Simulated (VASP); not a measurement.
# Fe (P6_3/mmc) in VASP: notebook

Runs on Fe. Level: PBEsol. Tasks: single point.

Program: VASP 6.6.1. These are calculated values, not measurements. Logs are shortened: lines on timing, memory, paths and dates and some standing lists are left out, and cuts for length are marked.

## (1) The cell of the first run

Symmetry: P6_3/mmc, No. 194, hexagonal system. Conventional cell: a = 2.252 Å, b = 2.252 Å, c = 3.577 Å, α = 90.00°, β = 90.00°, γ = 120.00°. Within 2.9 Å of Fe (site symmetry -6m2) lie 12 Fe at 2.21 to 2.25 Å.

This isn't the form of Fe at room conditions, which is bcc.

## (2) Single point, PBEsol, collinear spin, ferromagnetic start

Input file INCAR:

```
SYSTEM = Fe
  PREC = Accurate
  ENCUT = 690
  EDIFF = 1E-6
  ISMEAR = -1
  SIGMA = 0.08
  LREAL = .False.
  LASPH = .True.
  NELM = 200
  ALGO = Normal
  ISIF = 2
  LWAVE = .False.
  LCHARG = .False.
  ISPIN = 2
  MAGMOM = 2.5 2.5
  LORBIT = 11
  LMAXMIX = 4
  GGA = PS
  NBANDS = 27
  GGA_COMPAT = .False.
```

Input file KPOINTS:

```
regular mesh
0
Gamma
  19 19 11
  0 0 0
```

Input file POSCAR:

```
Fe
1.0
    2.2520258356      0.0000000000      0.0000000000
   -1.1260129178      1.9503115836      0.0000000000
    0.0000000000      0.0000000000      3.5772915620
Fe
2
Direct
    0.3333333333      0.6666666667      0.2500000000
    0.6666666667      0.3333333333      0.7500000000
```

Potentials or basis: VASP PAW PBE potentials, release 64 (Fe_sv).

Run with:

```bash
$ cat potpaw_PBE.64/Fe_sv/POTCAR > POTCAR
$ mpirun -np 1 vasp_std > vasp.out
```

OUTCAR:

```text
SYSTEM = Fe
   PREC = Accurate
   ENCUT = 690
   EDIFF = 1E-6
   ISMEAR = -1
   LREAL = .False.
   LASPH = .True.
   NELM = 200
   ISIF = 2
   ISPIN = 2
   LORBIT = 11
   GGA = PS

 ion  position               nearest neighbor table
   1  0.333  0.667  0.250-   2 2.21   2 2.21   2 2.21   2 2.21   2 2.21   2 2.21
   2  0.667  0.333  0.750-   1 2.21   1 2.21   1 2.21   1 2.21   1 2.21   1 2.21

  LATTYP: Found a hexagonal cell.
 ALAT       =     2.2520258356
 C/A-ratio  =     1.5884771415

  Lattice vectors:

 A1 = (   2.2520258356,   0.0000000000,   0.0000000000)
 A2 = (  -1.1260129178,   1.9503115836,   0.0000000000)
 A3 = (   0.0000000000,   0.0000000000,   3.5772915620)

Analysis of symmetry for initial positions (statically):
=====================================================================
 Subroutine PRICEL returns:
 Original cell was already a primitive cell.

 Routine SETGRP: Setting up the symmetry group for a
 hexagonal supercell.

 Subroutine GETGRP returns: Found 24 space group operations
 (whereof 12 operations were pure point group operations)
 out of a pool of 24 trial point group operations.

The static configuration has the point symmetry D_3d.
 The point group associated with its full space group is D_6h.

Analysis of symmetry for dynamics (positions and initial velocities):
=====================================================================
 Subroutine PRICEL returns:
 Original cell was already a primitive cell.

 Routine SETGRP: Setting up the symmetry group for a
 hexagonal supercell.

 Subroutine GETGRP returns: Found 24 space group operations
 (whereof 12 operations were pure point group operations)
 out of a pool of 24 trial point group operations.

The dynamic configuration has the point symmetry D_3d.
 The point group associated with its full space group is D_6h.

Analysis of structural, dynamic, and magnetic symmetry:
=====================================================================
 Subroutine PRICEL returns:
 Original cell was already a primitive cell.

 Routine SETGRP: Setting up the symmetry group for a
 hexagonal supercell.

 Subroutine GETGRP returns: Found 24 space group operations
 (whereof 12 operations were pure point group operations)
 out of a pool of 24 trial point group operations.

The overall configuration has the point symmetry D_3d.
 The point group associated with its full space group is D_6h.

 Subroutine INISYM returns: Found 24 space group operations
 (whereof 12 operations are pure point group operations),
 and found     1 'primitive' translations

----------------------------------------------------------------------------------------

                                     Primitive cell

  volume of cell :      15.7120

  direct lattice vectors                    reciprocal lattice vectors
     2.252025836  0.000000000  0.000000000     0.444044639  0.256369292  0.000000000
    -1.126012918  1.950311584  0.000000000     0.000000000  0.512738584  0.000000000
     0.000000000  0.000000000  3.577291562     0.000000000  0.000000000  0.279541095

  length of vectors
     2.252025836  2.252025836  3.577291562     0.512738584  0.512738584  0.279541095

  position of ions in fractional coordinates (direct lattice)
     0.333333333  0.666666667  0.250000000
     0.666666667  0.333333333  0.750000000

  ion indices of the primitive-cell ions
   primitive index   ion index
                 1           1
                 2           2

----------------------------------------------------------------------------------------

 KPOINTS: regular mesh

Automatic generation of k-mesh.
 Grid dimensions read from file:
 generate k-points for:   19   19   11

 Generating k-lattice:

  Cartesian coordinates                     Fractional coordinates (reciprocal lattice)
     0.023370770  0.013493121  0.000000000     0.052631579  0.000000000  0.000000000
     0.000000000  0.026986241  0.000000000     0.000000000  0.052631579  0.000000000
     0.000000000  0.000000000  0.025412827     0.000000000  0.000000000  0.090909091

  Length of vectors
     0.026986241  0.026986241  0.025412827

  Shift w.r.t. Gamma in fractional coordinates (k-lattice)
     0.000000000  0.000000000  0.000000000

 Subroutine IBZKPT returns following result:
 ===========================================

 Found    240 irreducible k-points:

 Following reciprocal coordinates:
            Coordinates               Weight
  0.000000  0.000000  0.000000      1.000000
  0.052632  0.000000  0.000000      6.000000
  0.105263  0.000000  0.000000      6.000000
  0.157895  0.000000  0.000000      6.000000
  0.210526  0.000000  0.000000      6.000000
  0.263158  0.000000  0.000000      6.000000
[... 16 lines left out ...]
  0.263158  0.105263  0.000000     12.000000
  0.315789  0.105263  0.000000     12.000000
 [... further k-points ...]
   k-points           NKPTS =    240   k-points in BZ     NKDIM =    240   number of bands    NBANDS=     27
   number of dos      NEDOS =    301   number of ions     NIONS =      2
   total plane-waves  NPLWV =  12800
   dimension x,y,z NGX =    20 NGY =   20 NGZ =   32
   dimension x,y,z NGXF=    40 NGYF=   40 NGZF=   64
   ions per type =               2
   NGX,Y,Z   is equivalent  to a cutoff of  14.76, 14.76, 14.87 a.u.
   NGXF,Y,Z  is equivalent  to a cutoff of  29.53, 29.53, 29.74 a.u.
 SYSTEM =  Fe
   PREC   = accura    normal or accurate (medium, high low for compatibility)
   ISTART =      0    job   : 0-new  1-cont  2-samecut
   ICHARG =      2    charge: 1-file 2-atom 10-const
   ISPIN  =      2    spin polarized calculation?
   LNONCOLLINEAR =      F non collinear calculations
   LSORBIT =      F    spin-orbit coupling
   LASPH  =      T    aspherical Exc in radial PAW
   ENCUT  =  690.0 eV  50.71 Ry    7.12 a.u.   4.82  4.82  7.66*2*pi/ulx,y,z
   NELM   =    200;   NELMIN=  2; NELMDL= -5     # of ELM steps
   EDIFF  = 0.1E-05   stopping-criterion for ELM
   LREAL  =      F    real-space projection
   EDIFFG = 0.1E-04   stopping-criterion for IOM
   NSW    =      0    number of steps for IOM
   IBRION =     -1    ionic relax: 0-MD 1-quasi-New 2-CG
   NFREE  =      0    steps in history (QN), initial steepest desc. (CG)
   ISIF   =      2    stress and relaxation
   ISYM   =      2    0-nonsym 1-usesym 2-fastsym
   POTIM  = 0.5000    time-step for ionic-motion
   TEBEG  =    0.0;   TEEND  =   0.0 temperature during run
   PSTRESS=    0.0 pullay stress
   NELECT =      32.0000    total number of electrons
   NUPDOWN=      -1.0000    fix difference up-down
   EMIN   =  10.00;   EMAX   =-10.00  energy-range for DOS
   EFERMI =   0.00;   METHOD = LEGACY
   ISMEAR =    -1;   SIGMA  =   0.08  broadening in eV -4-tet -1-fermi 0-gaus
   EFERMI_NEDOS =   21; number of points for ismear=-14 and -15
   IALGO  =     38    algorithm
   IMIX   =      4    mixing-type and parameters
     AMIX     =   0.40;   BMIX     =  1.00
     AMIX_MAG =   1.60;   BMIX_MAG =  1.00
  volume/ion in A,a.u.               =       7.86        53.01
  Fermi-wavevector in a.u.,A,eV,Ry     =   2.075141  3.921448 58.589540  4.306210
  Thomas-Fermi vector in A             =   3.071692
   LORBIT       =     11    0 simple, 1 ext, 2 COOP (PROOUT), +10 PAW based schemes
   GGA     = PS    functional components
   LHFCALC =     F    Hartree Fock is set to
   AEXX    =    0.0000 exact exchange contribution
   IVDW    =     0    specifies the selected vdW correction
   LEPSILON=     F    determine dielectric tensor
   LRPA    =     F    only Hartree local field effects (RPA)
 spin polarized calculation
  energy-cutoff  :      690.00
  volume of cell :       15.71
 maximum number of plane-waves:       665
 NGX is ok and might be reduce to    20
   NGX =  9   NGY =  9   NGZ = 15

 number of electron      31.9999997 magnetization      -0.0026018

 number of electron      31.9999997 magnetization       0.0008064

 Free energy of the ion-electron system (eV)
  ---------------------------------------------------
  ext. energy  EPLUGINS =         0.00000000
  ---------------------------------------------------
  free energy    TOTEN  =       -16.99521142 eV

  energy without entropy =      -16.96083339  energy(sigma->0) =      -16.97802240

 E-fermi :  19.0826     XC(G=0): -16.4065

 val. band max:       19.0750671294   @ k =   0.2632   0.2632   0.2727
 cond. band min:      19.0910561066   @ k =   0.2632   0.2105   0.1818
 fundamental gap:      0.0159889772
 Fermi energy:        19.0825691212

 spin component 1

 k-point     1 :       0.0000    0.0000    0.0000
  band No.  band energies     occupation
      1     -68.4472      1.00000
      2     -68.0683      1.00000
      3     -35.2636      1.00000
      4     -33.9977      1.00000
      5     -33.9977      1.00000
      6     -33.7903      1.00000
[... 19 lines left out ...]
     26      50.3190      0.00000
     27      50.9694      0.00000
[... 661 lines left out ...]
 k-point    24 :       0.3158    0.1053    0.0000
  band No.  band energies     occupation
      1     -68.1688      1.00000
      2     -67.9903      1.00000
      3     -34.8397      1.00000
      4     -34.7352      1.00000
      5     -34.6252      1.00000
      6     -34.2929      1.00000
[... 19 lines left out ...]
     26      44.0201      0.00000
     27      48.7637      0.00000

 [... further k-points ...]

 spin component 2

 k-point     1 :       0.0000    0.0000    0.0000
  band No.  band energies     occupation
      1     -68.4467      1.00000
      2     -68.0678      1.00000
      3     -35.2632      1.00000
      4     -33.9973      1.00000
      5     -33.9973      1.00000
      6     -33.7899      1.00000
[... 19 lines left out ...]
     26      50.3174      0.00000
     27      50.9698      0.00000
[... 661 lines left out ...]
 k-point    24 :       0.3158    0.1053    0.0000
  band No.  band energies     occupation
      1     -68.1684      1.00000
      2     -67.9898      1.00000
      3     -34.8393      1.00000
      4     -34.7349      1.00000
      5     -34.6248      1.00000
      6     -34.2924      1.00000
[... 19 lines left out ...]
     26      44.0206      0.00000
     27      48.7639      0.00000

 [... further k-points ...]
[... 5 lines left out ...]
  --------------------------------------------------------------------------------------
  -------------------------------------------------------------------------------------
  Total       11.3801742     11.3801742     11.3738825      0.0000000      0.0000000      0.0000000
  in kB     1160.4536148   1160.4536147   1159.8120361      0.0000000      0.0000000      0.0000000
  external PRESSURE =    1160.2397552 kB  Pullay stress =       0.0000000 kB

 VOLUME and BASIS-vectors are now :
 -----------------------------------------------------------------------------
  energy-cutoff  :      690.00
  volume of cell :       15.71
      direct lattice vectors                 reciprocal lattice vectors
     2.252025836  0.000000000  0.000000000     0.444044639  0.256369292  0.000000000
    -1.126012918  1.950311584  0.000000000     0.000000000  0.512738584  0.000000000
     0.000000000  0.000000000  3.577291562     0.000000000  0.000000000  0.279541095

 POSITION                                       TOTAL-FORCE (eV/Angst)
 -----------------------------------------------------------------------------------
     -0.00000      1.30021      0.89432        -0.000000     -0.000000      0.000000
      1.12601      0.65010      2.68297         0.000000      0.000000      0.000000
 -----------------------------------------------------------------------------------
    total drift:                                0.000000     -0.000000      0.000000

  FREE ENERGIE OF THE ION-ELECTRON SYSTEM (eV)
  ---------------------------------------------------
  free  energy   TOTEN  =       -16.9952114165 eV

  energy  without entropy=      -16.9608333920  energy(sigma->0) =      -16.97802240

 total charge

# of ion       s       p       d       tot
------------------------------------------
    1        2.268   6.118   5.694  14.080
    2        2.268   6.118   5.694  14.080
--------------------------------------------------
tot          4.536  12.236  11.388  28.160

 magnetization (x)

# of ion       s       p       d       tot
------------------------------------------
    1       -0.000  -0.000   0.000   0.000
    2       -0.000  -0.000   0.000   0.000
--------------------------------------------------
tot         -0.000  -0.000   0.000   0.000
```

It took 2.6 min on 1 thread of AMD EPYC 7R13 (Zen 3), shared host; peak memory 0.27 GiB.

What came out:

```
Free energy                                           : -16.9952 eV
Pressure                                              : 116.0 GPa
Band gap on the k mesh                                : zero (filled and empty bands overlap)
Net moment                                            : 0.00 μB per cell
Valence electrons inside the program's atomic spheres : Fe 14.08
```

Levels at points of the mesh, in eV from the Fermi level:
Spin up:
```tsv
k point	band 13	band 14	band 15	band 16	band 17	band 18	band 19	band 20
(0.00, 0.00, 0.00)	-2.29	-1.75	-1.75	-1.20	-1.20	0.64	1.05	1.05
```
Spin down:
| k point | band 13 | band 14 | band 15 | band 16 | band 17 | band 18 | band 19 | band 20 |
| --- | --- | --- | --- | --- | --- | --- | --- | --- |
| (0.00, 0.00, 0.00) | -2.29 | -1.75 | -1.75 | -1.20 | -1.20 | 0.65 | 1.05 | 1.05 |

Caveat: the cell stands under pressure; the moments typed at the start vanished in this run; the PAW data sets were made with another functional, which shifts forces and pressure a little.

## (3) Single point, PBEsol, collinear spin, ferromagnetic start (5.89 Å³/atom)

This run uses another cell than the first one, of 5.89 Å³/atom.

Input file INCAR:

```
ALGO     = Normal         # electronic algorithm
EDIFF    = 1E-6           # SCF threshold, eV
ENCUT    = 690            # plane-wave cutoff, eV
GGA      = PS             # functional
GGA_COMPAT= F            
ISIF     = 2              # what is computed and relaxed
ISMEAR   = -1             # smearing method
ISPIN    = 2              # spin polarisation
LASPH    = T              # aspherical terms in the spheres
LCHARG   = F              # write CHGCAR
LMAXMIX  = 4              # l up to which the mixer works
LORBIT   = 11             # projections on sites
LREAL    = F              # projectors in reciprocal space
LWAVE    = F              # write WAVECAR
MAGMOM   = 2.5 2.5        # initial moments
NBANDS   = 27             # bands
NELM     = 200            # most SCF steps
PREC     = Accurate       # precision mode
SIGMA    = 0.08           # smearing width, eV
```

Input file KPOINTS:

```
k-points
0
Gamma
  19 19 11
```

Input file POSCAR:

```
Fe
1.0
    2.0429740812      0.0000000000      0.0000000000
   -1.0214870406      1.7692674536      0.0000000000
    0.0000000000      0.0000000000      3.2601428110
Fe
2
Direct
    0.3333333333      0.6666666667      0.2500000000
    0.6666666667      0.3333333333      0.7500000000
```

Potentials or basis: VASP PAW PBE potentials, release 64 (Fe_sv).

Run with:

```bash
$ cat potpaw_PBE.64/Fe_sv/POTCAR > POTCAR
$ mpirun -np 1 vasp_std > vasp.out
```

Wall time 3 min (1 thread of AMD EPYC 7R43 (Zen 3), shared host); peak memory 0.21 GiB.

The run converged. Its results:

| Property | Result |
| --- | --- |
| Free energy | -10.3253 eV |
| Pressure | 503.9 GPa |
| Band gap on the k mesh | zero (filled and empty bands overlap) |
| Net moment | 0.00 μB per cell |
| Valence electrons inside the program's atomic spheres | Fe 14.64 |

Stress tensor (GPa, compression positive):
```
503.91   0.00   0.00
  0.00 503.91   0.00
  0.00   0.00 503.77
```

Levels at points of the mesh, in eV from the Fermi level:
Spin up:
| k point | band 14 | band 15 | band 16 | band 17 | band 18 | band 19 |
| --- | --- | --- | --- | --- | --- | --- |
| (0.00, 0.00, 0.00) | -2.71 | -2.71 | -1.83 | -1.83 | 1.49 | 1.49 |
Spin down:
| k point | band 14 | band 15 | band 16 | band 17 | band 18 | band 19 |
| --- | --- | --- | --- | --- | --- | --- |
| (0.00, 0.00, 0.00) | -2.71 | -2.71 | -1.83 | -1.83 | 1.49 | 1.49 |

Caveat: the cell stands under pressure; the moments typed at the start vanished in this run; the PAW data sets were made with another functional, which shifts forces and pressure a little.
